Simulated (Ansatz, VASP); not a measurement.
## WSe2: VASP beside Ansatz

Contents of INCAR:

```
PREC     = Accurate       # precision mode
ENCUT    = 520            # plane-wave cutoff, eV
EDIFF    = 1E-6           # SCF threshold, eV
ISMEAR   = 0              # smearing method
SIGMA    = 0.02           # smearing width, eV
LREAL    = False          # projectors in reciprocal space
LASPH    = True           # aspherical terms in the spheres
NELM     = 60             # most SCF steps
ALGO     = Normal         # electronic algorithm
ISIF     = 2              # what is computed and relaxed
LWAVE    = False          # write WAVECAR
LCHARG   = False          # write CHGCAR
GGA      = PE             # functional
IVDW     = 12             # dispersion correction
IBRION   = 2              # ionic algorithm
NSW      = 60             # ionic steps
EDIFFG   = -0.008         # ionic threshold
```

Contents of KPOINTS:

```
regular mesh
0
Gamma
  12 12 2
```

The input POSCAR:

```
WSe2
1.0
    3.1806693618      0.0000000000      0.0000000000
   -1.5903346809      2.7545404684      0.0000000000
    0.0000000000      0.0000000000     12.4090386395
W Se
2 4
Direct
    0.6666666667      0.3333333333      0.2500000000
    0.3333333333      0.6666666667      0.7500000000
    0.3333333333      0.6666666667      0.3847818235
    0.6666666667      0.3333333333      0.8847818235
    0.3333333333      0.6666666667      0.1152181765
    0.6666666667      0.3333333333      0.6152181765
```

Input for Ansatz:

```yaml
crystal:
  lattice:
    - [3.1806693618, 0.0, 0.0]
    - [-1.5903346809, 2.7545404684, 0.0]
    - [0.0, 0.0, 12.4090386395]
  atoms:
    - { symbol: W, position: [0.6666666667, 0.3333333333, 0.25] }
    - { symbol: W, position: [0.3333333333, 0.6666666667, 0.75] }
    - { symbol: Se, position: [0.3333333333, 0.6666666667, 0.3847818235] }
    - { symbol: Se, position: [0.6666666667, 0.3333333333, 0.8847818235] }
    - { symbol: Se, position: [0.3333333333, 0.6666666667, 0.1152181765] }
    - { symbol: Se, position: [0.6666666667, 0.3333333333, 0.6152181765] }
basis:
  ecutwfc: 420
kpoints:
  mp_grid: { grid: [12, 12, 2] }
hamiltonian:
  xc: pbe
  dispersion: d3bj
scf:
  occupations: { method: gaussian, width: 0.02 }
output:
  forces: true
  stress: true
  eigenvalues: true
relax:
  adjacent_minimum: "off"
  f_tol: 0.008
  max_steps: 40
```

Change from the starting cell: equal strain along all axes, cell held, atoms relaxed: -3.0 %.

Alike in both runs: task relaxation of the atoms; functional PBE; dispersion D3(BJ); k mesh 12 × 12 × 2; occupations gaussian, width 0.02 eV; no spin polarisation.

```csv
,VASP,Ansatz
version,VASP 6.6.1,Ansatz 0.2.0
potentials or method,"VASP PAW PBE potentials, release 64 (W_sv, Se), cutoff 520 eV","scalar-relativistic, plane waves, PAW"
valence electrons in the cell,52,92
```

```tsv
	VASP	Ansatz	Ansatz less VASP
gap on the k mesh at the Fermi level, each at its own relaxed structure (eV)	0.70	0.71	+0.010
```

VASP's potentials hold 52 valence electrons a cell and Ansatz's 92, so a difference there can come from the potentials and not from the codes. Ansatz's warnings: stress scf threshold loose.

Neither program's run includes spin-orbit coupling.
